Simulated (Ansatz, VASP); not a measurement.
One calculation of InAsS4, two programs

```
In As S
1.0
     0.00000    4.02903    4.02903
     4.02903    0.00000    4.02903
     4.02903    4.02903    0.00000
In As S
1 1 4
Direct
  0.75000 0.75000 0.75000
  0.00000 0.00000 0.00000
  0.87694 0.37435 0.37435
  0.37435 0.37435 0.37435
  0.37435 0.37435 0.87694
  0.37435 0.87694 0.37435
```

Change from the starting cell: species swapped into the TmCu4Ag type (F-43m, No. 216).

Alike in both runs: task single point; functional PBE; k mesh 4 × 4 × 4; occupations gaussian, width 0.1 eV; no spin polarisation.

|  | VASP | Ansatz |
| --- | --- | --- |
| version | VASP 6.6.1 | Ansatz 0.2.0 |
| potentials or method | VASP PAW PBE potentials, release 64 (In_d, As, S), cutoff 520 eV | scalar-relativistic, plane waves, PAW |
| valence electrons in the cell | 42 | 52 |

VASP gave:

* gap on the k mesh at the Fermi level (eV): none
* pressure (GPa): -4.9
* rms of the force components (eV/Å): 0.029

**Question.** What did Ansatz give for the same quantities?

**Answer.** gap on the k mesh at the Fermi level (eV): none; pressure (GPa): -4.8; rms of the force components (eV/Å): 0.030.

Atom by atom the forces differ by 0.000 eV/Å (rms over components). A gap of «none» marks a metal or a gap that the smearing closes. The functional is the same, so the differences come from potentials, cutoffs and numerics. VASP's potentials hold 42 valence electrons a cell and Ansatz's 52, so a difference there can come from the potentials and not from the codes.
